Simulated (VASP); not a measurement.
Here is a VASP 6.6.1 calculation.

Contents of POSCAR:

```
CaO
1.0
    2.9032089683      0.0000000000      0.0000000000
    0.0000000000      2.9032089683      0.0000000000
    0.0000000000      0.0000000000      2.9032089683
Ca O
1 1
Direct
    0.0000000000      0.0000000000      0.0000000000
    0.5000000000      0.5000000000      0.5000000000
```

The input INCAR.step1:

```
  PREC = Accurate
  ENCUT = 500
  EDIFF = 1E-8
  ISMEAR = 0
  SIGMA = 0.01
  LREAL = False
  LASPH = True
  NELM = 60
  ALGO = Normal
  LWAVE = True
  LCHARG = False
  GGA = CA
```

File INCAR.step2:

```
  PREC = Accurate
  ENCUT = 500
  EDIFF = 1E-8
  ISMEAR = 0
  SIGMA = 0.01
  LREAL = False
  LASPH = True
  NELM = 1
  ALGO = Exact
  LWAVE = True
  LCHARG = False
  GGA = CA
  NBANDS = 100
  LOPTICS = True
  ISTART = 1
```

INCAR.step3

```
  PREC = Accurate
  ENCUT = 500
  EDIFF = 1E-8
  ISMEAR = 0
  SIGMA = 0.01
  LREAL = False
  LASPH = True
  ALGO = EVGW0
  LWAVE = False
  LCHARG = False
  GGA = CA
  NELMGW = 1
  NBANDS = 100
  ENCUTGW = 140.0
  NOMEGA = 96
  PRECFOCK = Fast
  ISTART = 1
  NBANDSGW = 16
  OMEGAMAX = 30
```

File KPOINTS:

```
regular mesh
0
Gamma
  4 4 4
```

Potentials or basis: VASP PAW LDA potentials, release 64 (Ca_sv_GW, O_GW).

The run is started by

```bash
$ cat potpaw_LDA.64/Ca_sv_GW/POTCAR potpaw_LDA.64/O_GW/POTCAR > POTCAR
$ cp INCAR.step1 INCAR
$ mpirun -np 1 vasp_std > vasp.out
$ cp INCAR.step2 INCAR
$ mpirun -np 1 vasp_std > vasp.out
$ cp INCAR.step3 INCAR
$ mpirun -np 1 vasp_std > vasp.out
```

Problem. What does it give for the quasiparticle gap?

Solution. 5.01 eV.

Problem. What does it give for the least direct quasiparticle gap?

Solution. 5.37 eV.

Problem. What does it give for the band gap of the starting levels on the mesh?

Solution. 2.59 eV.

Problem. What does it give for the least direct gap of the starting levels on the mesh?

Solution. 2.90 eV.

Caveat: the k points lie up to 0.54 Å⁻¹ apart; bands, screening cutoff and mesh are small and nothing is extrapolated, so the quasiparticle values aren't converged.
